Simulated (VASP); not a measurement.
# Sb (Fm-3m) in VASP: further runs, part 2 of 2

VASP 6.6.1. The steps go on from the part before.

**3. Single point, PBEsol (volume scaled by 0.52)**

INCAR

```
PREC = Accurate ; ENCUT = 520
EDIFF = 1E-6 ; ISMEAR = -1
SIGMA = 0.1 ; LREAL = F
LASPH = T ; NELM = 60
ALGO = Normal ; ISIF = 2
LWAVE = F ; LCHARG = F
GGA = PS ; NBANDS = 8
```

KPOINTS

```
regular mesh
0
Gamma
  15 15 15
```

POSCAR

```
Sb
1.0
    0.0000000000      1.8959506550      1.8959506550
    1.8959506550      0.0000000000      1.8959506550
    1.8959506550      1.8959506550      0.0000000000
Sb
1
Direct
    0.0000000000      0.0000000000      0.0000000000
```

Potentials or basis: VASP PAW PBE potentials, release 64 (Sb).

On the command line:

```sh
cat potpaw_PBE.64/Sb/POTCAR > POTCAR
mpirun -np 1 vasp_std > vasp.out
```

OUTCAR:

```text
PREC = Accurate
   ENCUT = 520
   EDIFF = 1E-6
   ISMEAR = -1
   LREAL = F
   LASPH = T
   NELM = 60
   ISIF = 2
   GGA = PS

 ion  position               nearest neighbor table
   1  0.000  0.000  0.000-

  LATTYP: Found a face centered cubic cell.
 ALAT       =     3.7919013100

  Lattice vectors:

 A1 = (   0.0000000000,   1.8959506550,   1.8959506550)
 A2 = (   1.8959506550,   0.0000000000,   1.8959506550)
 A3 = (   1.8959506550,   1.8959506550,   0.0000000000)

Analysis of symmetry for initial positions (statically):
=====================================================================
 Subroutine PRICEL returns:
 Original cell was already a primitive cell.

 Routine SETGRP: Setting up the symmetry group for a
 face centered cubic supercell.

 Subroutine GETGRP returns: Found 48 space group operations
 (whereof 48 operations were pure point group operations)
 out of a pool of 48 trial point group operations.

The static configuration has the point symmetry O_h .

Analysis of symmetry for dynamics (positions and initial velocities):
=====================================================================
 Subroutine PRICEL returns:
 Original cell was already a primitive cell.

 Routine SETGRP: Setting up the symmetry group for a
 face centered cubic supercell.

 Subroutine GETGRP returns: Found 48 space group operations
 (whereof 48 operations were pure point group operations)
 out of a pool of 48 trial point group operations.

The dynamic configuration has the point symmetry O_h .

 Subroutine INISYM returns: Found 48 space group operations
 (whereof 48 operations are pure point group operations),
 and found     1 'primitive' translations

----------------------------------------------------------------------------------------

                                     Primitive cell

  volume of cell :      13.6305

  direct lattice vectors                    reciprocal lattice vectors
     0.000000000  1.895950655  1.895950655    -0.263719944  0.263719944  0.263719944
     1.895950655  0.000000000  1.895950655     0.263719944 -0.263719944  0.263719944
     1.895950655  1.895950655  0.000000000     0.263719944  0.263719944 -0.263719944

  length of vectors
     2.681279130  2.681279130  2.681279130     0.456776341  0.456776341  0.456776341

  position of ions in fractional coordinates (direct lattice)
     0.000000000  0.000000000  0.000000000

  ion indices of the primitive-cell ions
   primitive index   ion index
                 1           1

----------------------------------------------------------------------------------------

 KPOINTS: regular mesh

Automatic generation of k-mesh.
 Grid dimensions read from file:
 generate k-points for:   15   15   15

 Generating k-lattice:

  Cartesian coordinates                     Fractional coordinates (reciprocal lattice)
    -0.017581330  0.017581330  0.017581330     0.066666667  0.000000000  0.000000000
     0.017581330 -0.017581330  0.017581330     0.000000000  0.066666667  0.000000000
     0.017581330  0.017581330 -0.017581330     0.000000000  0.000000000  0.066666667

  Length of vectors
     0.030451756  0.030451756  0.030451756

  Shift w.r.t. Gamma in fractional coordinates (k-lattice)
     0.000000000  0.000000000  0.000000000

 Subroutine IBZKPT returns following result:
 ===========================================

 Found    120 irreducible k-points:

 Following reciprocal coordinates:
            Coordinates               Weight
  0.000000  0.000000  0.000000      1.000000
  0.066667  0.000000  0.000000      8.000000
  0.133333  0.000000  0.000000      8.000000
  0.200000  0.000000  0.000000      8.000000
  0.266667  0.000000  0.000000      8.000000
  0.333333  0.000000  0.000000      8.000000
[... 16 lines left out ...]
  0.133333  0.133333  0.000000      6.000000
  0.200000  0.133333  0.000000     24.000000
 [... further k-points ...]
   k-points           NKPTS =    120   k-points in BZ     NKDIM =    120   number of bands    NBANDS=      8
   number of dos      NEDOS =    301   number of ions     NIONS =      1
   total plane-waves  NPLWV =   8000
   dimension x,y,z NGX =    20 NGY =   20 NGZ =   20
   dimension x,y,z NGXF=    40 NGYF=   40 NGZF=   40
   ions per type =               1
   NGX,Y,Z   is equivalent  to a cutoff of  12.40, 12.40, 12.40 a.u.
   NGXF,Y,Z  is equivalent  to a cutoff of  24.80, 24.80, 24.80 a.u.
 SYSTEM =  unknown system
   PREC   = accura    normal or accurate (medium, high low for compatibility)
   ISTART =      0    job   : 0-new  1-cont  2-samecut
   ICHARG =      2    charge: 1-file 2-atom 10-const
   ISPIN  =      1    spin polarized calculation?
   LNONCOLLINEAR =      F non collinear calculations
   LSORBIT =      F    spin-orbit coupling
   LASPH  =      T    aspherical Exc in radial PAW
   ENCUT  =  520.0 eV  38.22 Ry    6.18 a.u.   4.99  4.99  4.99*2*pi/ulx,y,z
   NELM   =     60;   NELMIN=  2; NELMDL= -5     # of ELM steps
   EDIFF  = 0.1E-05   stopping-criterion for ELM
   LREAL  =      F    real-space projection
   EDIFFG = 0.1E-04   stopping-criterion for IOM
   NSW    =      0    number of steps for IOM
   IBRION =     -1    ionic relax: 0-MD 1-quasi-New 2-CG
   NFREE  =      0    steps in history (QN), initial steepest desc. (CG)
   ISIF   =      2    stress and relaxation
   ISYM   =      2    0-nonsym 1-usesym 2-fastsym
   POTIM  = 0.5000    time-step for ionic-motion
   TEBEG  =    0.0;   TEEND  =   0.0 temperature during run
   PSTRESS=    0.0 pullay stress
   NELECT =       5.0000    total number of electrons
   NUPDOWN=      -1.0000    fix difference up-down
   EMIN   =  10.00;   EMAX   =-10.00  energy-range for DOS
   EFERMI =   0.00;   METHOD = LEGACY
   ISMEAR =    -1;   SIGMA  =   0.10  broadening in eV -4-tet -1-fermi 0-gaus
   EFERMI_NEDOS =   21; number of points for ismear=-14 and -15
   IALGO  =     38    algorithm
   IMIX   =      4    mixing-type and parameters
     AMIX     =   0.40;   BMIX     =  1.00
     AMIX_MAG =   1.60;   BMIX_MAG =  1.00
  volume/ion in A,a.u.               =      13.63        91.98
  Fermi-wavevector in a.u.,A,eV,Ry     =   1.171911  2.214590 18.685893  1.373374
  Thomas-Fermi vector in A             =   2.308347
   LORBIT       =      0    0 simple, 1 ext, 2 COOP (PROOUT), +10 PAW based schemes
   GGA     = PS    functional components
   LHFCALC =     F    Hartree Fock is set to
   AEXX    =    0.0000 exact exchange contribution
   IVDW    =     0    specifies the selected vdW correction
   LEPSILON=     F    determine dielectric tensor
   LRPA    =     F    only Hartree local field effects (RPA)
 non-spin polarized calculation
  energy-cutoff  :      520.00
  volume of cell :       13.63
 maximum number of plane-waves:       378
   NGX =  9   NGY =  9   NGZ =  9

 number of electron       5.0000000 magnetization

 Free energy of the ion-electron system (eV)
  ---------------------------------------------------
  ext. energy  EPLUGINS =         0.00000000
  ---------------------------------------------------
  free energy    TOTEN  =         0.00390586 eV

  energy without entropy =        0.02187111  energy(sigma->0) =        0.01288848

 E-fermi :  20.6437     XC(G=0): -13.5402

 val. band max:       20.6099092278   @ k =   0.4000   0.2667   0.1333
 cond. band min:      20.6620170127   @ k =  -0.2000   0.1333   0.0000
 fundamental gap:      0.0521077850
 Fermi energy:        20.6437368832

 k-point     1 :       0.0000    0.0000    0.0000
  band No.  band energies     occupation
      1      -0.0410      2.00000
      2      29.4775      0.00000
      3      31.6995      0.00000
      4      31.6995      0.00000
      5      31.6995      0.00000
      6      33.3205      0.00000
      7      33.3205      0.00000
      8      33.3205      0.00000
[... 243 lines left out ...]
 k-point    24 :       0.2000    0.1333    0.0000
  band No.  band energies     occupation
      1       1.3668      2.00000
      2      25.0294      0.00000
      3      26.9897      0.00000
      4      28.2586      0.00000
      5      30.4824      0.00000
      6      31.2510      0.00000
      7      36.2455      0.00000
      8      37.7915      0.00000

 [... further k-points ...]

------------------------ aborting loop because EDIFF is reached ----------------------------------------

  FORCE on cell =-STRESS in cart. coord.  units (eV):
  Direction    XX          YY          ZZ          XY          YZ          ZX
  --------------------------------------------------------------------------------------
  -------------------------------------------------------------------------------------
  Total       17.3708075     17.3708075     17.3708075     -0.0000000      0.0000000      0.0000000
  in kB     2041.8296392   2041.8296392   2041.8296392     -0.0000000      0.0000000      0.0000000
  external PRESSURE =    2041.8296392 kB  Pullay stress =       0.0000000 kB

 VOLUME and BASIS-vectors are now :
 -----------------------------------------------------------------------------
  energy-cutoff  :      520.00
  volume of cell :       13.63
      direct lattice vectors                 reciprocal lattice vectors
     0.000000000  1.895950655  1.895950655    -0.263719944  0.263719944  0.263719944
     1.895950655  0.000000000  1.895950655     0.263719944 -0.263719944  0.263719944
     1.895950655  1.895950655  0.000000000     0.263719944  0.263719944 -0.263719944

 POSITION                                       TOTAL-FORCE (eV/Angst)
 -----------------------------------------------------------------------------------
      0.00000      0.00000      0.00000         0.000000     -0.000000     -0.000000
 -----------------------------------------------------------------------------------
    total drift:                                0.000000      0.000000     -0.000000

  FREE ENERGIE OF THE ION-ELECTRON SYSTEM (eV)
  ---------------------------------------------------
  free  energy   TOTEN  =         0.0039058565 eV

  energy  without entropy=        0.0218711132  energy(sigma->0) =        0.01288848
```

OSZICAR:

```text
N       E                     dE             d eps       ncg     rms          rms(c)
DAV:   1     0.992629095415E+01    0.99263E+01   -0.19337E+03  2104   0.434E+02
DAV:   2    -0.110970188353E-01   -0.99374E+01   -0.94396E+01  2528   0.634E+01
DAV:   3    -0.100316692768E+00   -0.89220E-01   -0.88864E-01  2544   0.672E+00
DAV:   4    -0.100505660132E+00   -0.18897E-03   -0.18896E-03  2808   0.328E-01
DAV:   5    -0.100505826432E+00   -0.16630E-06   -0.16797E-06  2584   0.678E-03    0.637E+00
DAV:   6    -0.330493119002E-01    0.67457E-01   -0.57722E-03  2352   0.523E-01    0.404E+00
DAV:   7     0.310397824867E-02    0.36153E-01   -0.12300E-02  2552   0.783E-01    0.119E-01
DAV:   8     0.390296616027E-02    0.79899E-03   -0.79400E-04  2224   0.187E-01    0.240E-02
DAV:   9     0.390496522360E-02    0.19991E-05   -0.46054E-06  2944   0.161E-02    0.514E-03
DAV:  10     0.390585651726E-02    0.89129E-06   -0.27685E-07  2232   0.361E-03
   1 F= 0.39058565E-02 E0= 0.12888485E-01  d E =-.179653E-01
```

Wall time 4.8 s (1 thread of Intel Xeon 6975P-C (Granite Rapids), shared host); peak memory 0.13 GiB.

Results:

```
Free energy : 0.0039 eV
Pressure    : 204.2 GPa
```

Levels at points of the mesh, in eV from the Fermi level:
```csv
k point,band 1,band 2,band 3,band 4,band 5
"(0.00, 0.00, 0.00)",-20.68,8.83,11.06,11.06,11.06
```

Caveat: the PAW data sets were made with another functional, which shifts forces and pressure a little; spin-orbit coupling is left out, which moves the levels of the heavy elements.

**4. Single point, PBEsol (volume scaled by 0.6)**

INCAR

```
ALGO     = Normal         # electronic algorithm
EDIFF    = 1E-6           # SCF threshold, eV
ENCUT    = 520            # plane-wave cutoff, eV
GGA      = PS             # functional
ISIF     = 2              # what is computed and relaxed
ISMEAR   = -1             # smearing method
LASPH    = True           # aspherical terms in the spheres
LCHARG   = False          # write CHGCAR
LREAL    = False          # projectors in reciprocal space
LWAVE    = False          # write WAVECAR
NBANDS   = 8              # bands
NELM     = 60             # most SCF steps
PREC     = Accurate       # precision mode
SIGMA    = 0.1            # smearing width, eV
```

KPOINTS

```
k-points
0
Gamma
  15 15 15
```

POSCAR

```
Sb
1.0
    0.0000000000      1.9885796872      1.9885796872
    1.9885796872      0.0000000000      1.9885796872
    1.9885796872      1.9885796872      0.0000000000
Sb
1
Direct
    0.0000000000      0.0000000000      0.0000000000
```

On the command line:

```sh
cat potpaw_PBE.64/Sb/POTCAR > POTCAR
mpirun -np 1 vasp_std > vasp.out
```

Wall time 6.2 s (1 thread of Intel Xeon 6975P-C (Granite Rapids), shared host); peak memory 0.14 GiB.

It converged, with:

- Free energy: -2.0176 eV
- Pressure: 114.0 GPa

Levels at points of the mesh, in eV from the Fermi level:
| k point | band 1 | band 2 | band 3 | band 4 | band 5 |
| --- | --- | --- | --- | --- | --- |
| (0.00, 0.00, 0.00) | -18.59 | 9.48 | 9.97 | 9.97 | 9.97 |

Caveat: the PAW data sets were made with another functional, which shifts forces and pressure a little; spin-orbit coupling is left out, which moves the levels of the heavy elements.

**5. Single point, PBEsol (volume scaled by 0.6)**

INCAR

```
SYSTEM = Sb
PREC     = Accurate       ! precision mode
ENCUT    = 520            ! plane-wave cutoff, eV
EDIFF    = 1E-6           ! SCF threshold, eV
ISMEAR   = -1             ! smearing method
SIGMA    = 0.1            ! smearing width, eV
LREAL    = .False.        ! projectors in reciprocal space
LASPH    = .True.         ! aspherical terms in the spheres
NELM     = 80             ! most SCF steps
ALGO     = Normal         ! electronic algorithm
ISIF     = 2              ! what is computed and relaxed
LWAVE    = .False.        ! write WAVECAR
LCHARG   = .False.        ! write CHGCAR
GGA      = PS             ! functional
NBANDS   = 8              ! bands
```

KPOINTS

```
Automatic mesh
0
Gamma
  15 15 15
  0 0 0
```

POSCAR is that of step 4.

On the command line:

```sh
cat potpaw_PBE.64/Sb/POTCAR > POTCAR
mpirun -np 1 vasp_std > vasp.out
```

Run time: 5.9 s. Hardware: 1 thread of Intel Xeon 6975P-C (Granite Rapids), shared host; peak memory 0.14 GiB.

The run converged. Its results:

| Quantity | Value |
| --- | --- |
| Free energy | -2.0176 eV |
| Pressure | 114.0 GPa |

Levels at points of the mesh, in eV from the Fermi level:
```tsv
k point	band 1	band 2	band 3	band 4	band 5	band 6	band 7
(0.00, 0.00, 0.00)	-18.59	9.48	9.97	9.97	9.97	12.09	12.09
```

Caveat: the PAW data sets were made with another functional, which shifts forces and pressure a little; spin-orbit coupling is left out, which moves the levels of the heavy elements.

**6. Single point, PBEsol (volume scaled by 0.68)**

INCAR

```
SYSTEM = Sb
PREC = Accurate
ENCUT = 520
EDIFF = 1E-6
ISMEAR = -1
SIGMA = 0.1
LREAL = .False.
LASPH = .True.
NELM = 100
ALGO = Normal
ISIF = 2
LWAVE = .False.
LCHARG = .False.
GGA = PS
NBANDS = 8
```

KPOINTS

```
regular mesh
0
Gamma
  15 15 15
  0 0 0
```

POSCAR

```
Sb
1.0
    0.0000000000      2.0733003436      2.0733003436
    2.0733003436      0.0000000000      2.0733003436
    2.0733003436      2.0733003436      0.0000000000
Sb
1
Direct
    0.0000000000      0.0000000000      0.0000000000
```

Potentials or basis: VASP PAW PBE potentials, release 64 (Sb).

On the command line:

```sh
cat potpaw_PBE.64/Sb/POTCAR > POTCAR
mpirun -np 1 vasp_std > vasp.out
```

Wall time 5.3 s (1 thread of Intel Xeon 6975P-C (Granite Rapids), shared host); peak memory 0.15 GiB.

It converged, with:

```yaml
Free_energy: -3.1511 eV
Pressure: 63.9 GPa
```

Levels at points of the mesh, in eV from the Fermi level:
| k point | band 1 | band 2 | band 3 | band 4 | band 5 | band 6 | band 7 |
| --- | --- | --- | --- | --- | --- | --- | --- |
| (0.00, 0.00, 0.00) | -17.03 | 8.80 | 8.80 | 8.80 | 9.80 | 11.52 | 11.52 |

Caveat: the PAW data sets were made with another functional, which shifts forces and pressure a little; spin-orbit coupling is left out, which moves the levels of the heavy elements.

**7. Overview**

```csv
cell,gap on the mesh (eV),pressure (GPa)
"a = 2.681 Å, angles 60.0°, 1 atom",none,204.2
"a = 2.812 Å, angles 60.0°, 1 atom",none,114.0
"a = 2.932 Å, angles 60.0°, 1 atom",none,63.9
```

Alike in all rows: task single point; level PBEsol; potentials or basis VASP PAW PBE potentials, release 64 (Sb); no spin polarisation; k mesh 15 × 15 × 15; cutoff (eV) 520; smearing fermi-dirac 0.1 eV.

Caveats: the PAW data sets were made with another functional, which shifts forces and pressure a little; spin-orbit coupling is left out, which moves the levels of the heavy elements.

Total energies depend on the potentials used, so only differences within one code and one set of settings carry meaning.
